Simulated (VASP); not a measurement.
A run of VASP 6.6.1 is set up as follows.

File INCAR:

```
SYSTEM = V
  ALGO = Normal
  EDIFF = 1E-7
  ENCUT = 520
  GGA = PE
  ISIF = 2
  ISMEAR = -1
  ISPIN = 2
  LASPH = .True.
  LCHARG = .False.
  LMAXMIX = 4
  LORBIT = 11
  LREAL = .False.
  LWAVE = .False.
  MAGMOM = 1.5
  NBANDS = 16
  NELM = 150
  PREC = Accurate
  SIGMA = 0.05
```

KPOINTS

```
k-points
0
Gamma
  9 9 9
  0 0 0
```

POSCAR

```
V
1.0
    2.4429576761      0.0000000000      0.0000000000
    0.0000000000      2.4429576761      0.0000000000
    0.0000000000      0.0000000000      2.4429576761
V
1
Direct
    0.0000000000      0.0000000000      0.0000000000
```

Potentials or basis: VASP PAW PBE potentials, release 64 (V_sv).

Launch:

```sh
$ cat potpaw_PBE.64/V_sv/POTCAR > POTCAR
$ mpirun -np 1 vasp_std > vasp.out
```

Problem. What does it give for the pressure?

Solution. 0.3 GPa.

Problem. Estimate the net moment.

Solution. 0.00 μB per cell.
